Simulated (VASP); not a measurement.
Runs of VASP 6.6.1 on Na. The structure is that of space group Im-3m (No. 229), or close to it. The cells are those of the table. 

```csv
cell,gap on the mesh (eV),pressure (GPa)
"a = 3.613 Å, angles 110.7, 110.7, 107.0°, 1 atom",none,0.0
"a = 3.613 Å, angles 109.5°, 1 atom",none,0.0
"a = 3.576 Å, angles 109.9, 109.9, 108.6°, 1 atom",none,(b)
"a = 3.558 Å, angles 109.5°, 1 atom",none,0.4
"a = 3.595 Å, angles 110.3, 110.3, 107.8°, 1 atom",none,0.1
"a = 3.723 Å, angles 109.5°, 1 atom",none,(a)
"a = 3.778 Å, angles 109.5°, 1 atom",none,-0.7
"a = 3.649 Å, angles 109.1, 109.1, 110.3°, 1 atom",none,-0.2
```

Alike in all rows: task single point; level PBEsol; potentials or basis VASP PAW PBE potentials, release 64 (Na_pv); no spin polarisation; k mesh 16 × 16 × 16; cutoff (eV) 520; smearing gaussian 0.15 eV.

**Question.** Estimate the missing entries.

**Answer.** (a) -0.6; (b) 0.3.

Caveats: the PAW data sets were made with another functional, which shifts forces and pressure a little.

A gap of «none» marks levels without a gap at the run's occupations.
